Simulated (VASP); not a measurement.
The system is Al.

```
Al
1.0
     4.49160    0.00000    0.00000
    -2.24580    3.88984    0.00000
     0.00000    0.00000    2.72260
Al
2
Direct
  0.33333 0.66667 0.00000
  0.66667 0.33333 0.00000
```

Base run:

| Item | Value |
| --- | --- |
| Program | VASP 6.6.1 |
| Functional | PBE |
| Potentials or basis | VASP PAW PBE potentials, release 64 (Al) |
| Cutoff | 520 eV |
| k mesh | 7 × 7 × 10 |
| Occupations | fermi-dirac, width 0.05 eV |
| Spin | no spin polarisation |

Its results: band gap on the k mesh zero (band 3 reaches 6.66 eV, above the bottom of band 4 at 3.19 eV); pressure 1.6 GPa.

**Question.** The run is repeated on the same cell with these changes: dispersion from none to D3(BJ). What comes out?

**Answer.** Band gap on the k mesh zero (band 3 reaches 6.66 eV, above the bottom of band 4 at 3.19 eV); pressure 0.0 GPa.

Dispersion adds attraction, which lowers the pressure at fixed volume and, as a term added to the energy, leaves the levels alone.

Caveats: three body term missing (some runs); pairwise dispersion overbinds metals, which lowers pressure and volume (some runs).
